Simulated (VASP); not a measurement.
# P: single point with LDA

Crystal: P.

```
P
1.0
     0.00000    1.90663    1.90663
     1.90663    0.00000    1.90663
     1.90663    1.90663    0.00000
P
1
Cartesian
  0.0000 0.0000 0.0000
```

This isn't the form of P at room conditions, which is orthorhombic.

```
Program                : VASP 6.6.1
Task                   : single point
Functional             : LDA
Potentials or basis    : VASP PAW LDA potentials, release 64 (P)
Cutoff                 : 520 eV
k mesh                 : 16 × 16 × 16
Occupations            : fermi-dirac, width 0.1 eV
Spin                   : no spin polarisation
Dipole correction      : no
Further INCAR settings : ALGO = Normal; EDIFF = 1e-06; NBANDS = 8
```

| Quantity | Value |
| --- | --- |
| Pressure | 0.6 GPa |
| Band gap on the k mesh | zero (an odd number of electrons rules out a gap without spin polarisation) |

Levels at points of the mesh, in eV from the Fermi level:
| k point | band 1 | band 2 | band 3 | band 4 | band 5 | band 6 |
| --- | --- | --- | --- | --- | --- | --- |
| (0.00, 0.00, 0.00) | -16.75 | 7.17 | 7.17 | 7.17 | 11.59 | 11.59 |
| (0.50, 0.00, 0.00) | -10.60 | -8.36 | 5.09 | 5.09 | 10.61 | 10.61 |
| (0.50, 0.50, 0.00) | -7.81 | -6.96 | 0.75 | 0.75 | 4.29 | 5.10 |

Run time: 8.8 s on 1 thread of Intel(R) Xeon(R) Platinum 8259CL CPU @ 2.50GHz (Skylake/Cascade Lake), on a shared host, peak memory 0.12 GiB.

Caveat: an odd number of electrons without spin polarisation forces a metal; a magnetic or distorted state may lie lower.
